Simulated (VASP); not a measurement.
Here is a VASP 6.6.1 calculation.

File INCAR:

```
  ALGO = Normal
  EDIFF = 1E-7
  ENCUT = 520
  GGA = PS
  ISIF = 2
  ISMEAR = -1
  LASPH = True
  LCHARG = True
  LELF = True
  LREAL = False
  LVHAR = True
  LWAVE = False
  NBANDS = 11
  NELM = 100
  PREC = Accurate
  SIGMA = 0.02
```

Contents of KPOINTS:

```
k-points
0
Gamma
  11 11 11
```

The input POSCAR:

```
BN
1.0
    0.0000000000      3.4953200000      2.1660900000
    1.2516300000      0.0000000000      2.1660900000
    1.2516300000      3.4953200000      0.0000000000
B N
1 1
Direct
    0.0000500000      0.0000500000      0.9999500000
    0.6666666667      0.6666666667      0.3333333333
```

Potentials or basis: VASP PAW PBE potentials, release 64 (B, N).

Launch:

```bash
$ cat potpaw_PBE.64/B/POTCAR potpaw_PBE.64/N/POTCAR > POTCAR
$ mpirun -np 1 vasp_std > vasp.out
```

**Question.** Estimate the band gap on the k mesh.

**Answer.** 3.76 eV, indirect (least direct gap 4.65 eV).

**Question.** What does it give for the pressure?

**Answer.** 0.9 GPa.

**Question.** What does it give for the largest force?

**Answer.** 0.013 eV/Å.

Forces on the atoms (eV/Å):
```
B    0.000  0.000  0.013
N    0.000  0.000 -0.013
```

Caveat: the PAW data sets were made with another functional, which shifts forces and pressure a little. As with any semilocal functional, this PBEsol gap is likely too small.
